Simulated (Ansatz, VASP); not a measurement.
## Two plane-wave programs on Nb

```
Nb
1.0
     0.00000    3.02184    3.02184
     3.02184    0.00000    3.02184
     3.02184    3.02184    0.00000
Nb
2
Direct
  0.12500 0.12500 0.12500
  0.87500 0.87500 0.87500
```

Alike in both runs: functional BLYP; k mesh 9 × 9 × 9; occupations fermi-dirac, width 0.1 eV; no spin polarisation.

Ansatz relaxed the structure, and its values are those at the end. VASP's run is a single point on that final structure, the one shown.

```csv
,VASP,Ansatz
version,VASP 6.6.1,Ansatz 0.2.0
potentials or method,"VASP PAW PBE potentials, release 64 (Nb_sv), cutoff 520 eV","plane waves (420 eV) with PAW, scalar-relativistic"
valence electrons in the cell,26,26
```

|  | VASP | Ansatz | Ansatz less VASP |
| --- | --- | --- | --- |
| pressure (GPa) | 0.0 | 0.0 | +0.04 |

VASP's potentials were made for PBE, not for BLYP.
